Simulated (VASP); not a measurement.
ScZn, 2 atoms in the cell. It takes space group Pm-3m (No. 221, cubic). Conventional cell: a = 3.350 Å, b = 3.350 Å, c = 3.350 Å, α = 90.00°, β = 90.00°, γ = 90.00°. Sc (site symmetry m-3m) has 8 Zn at 2.90 Å and 6 Sc at 3.35 Å within 3.8 Å. Within 3.8 Å of Zn (site symmetry m-3m) lie 8 Sc at 2.90 Å and 6 Zn at 3.35 Å. 

* Program: VASP 6.6.1
* Task: electric field gradients
* Functional: PBEsol
* Potentials or basis: VASP PAW PBE potentials, release 64 (Sc_sv, Zn)
* Cutoff: 520 eV
* k mesh: 10 × 10 × 10
* Occupations: fermi-dirac, width 0.03 eV
* Spin: no spin polarisation
* Dipole correction: no
* Further INCAR settings: ALGO = Normal; EDIFF = 1e-08; NBANDS = 18

Potentials or basis: VASP PAW PBE potentials, release 64 (Sc_sv, Zn).

Command:

```sh
$ cat potpaw_PBE.64/Sc_sv/POTCAR potpaw_PBE.64/Zn/POTCAR > POTCAR
$ mpirun -np 1 vasp_std > vasp.out
```

Hardware: 1 thread of Intel Xeon 8259CL, on a shared host.

Question: How long does it take, and how much memory?

Answer: Wall time 57 s on 1 thread of Intel Xeon 8259CL, with other jobs on the host, peak memory 0.18 GiB. Counts: scf iterations 15, k points 56.
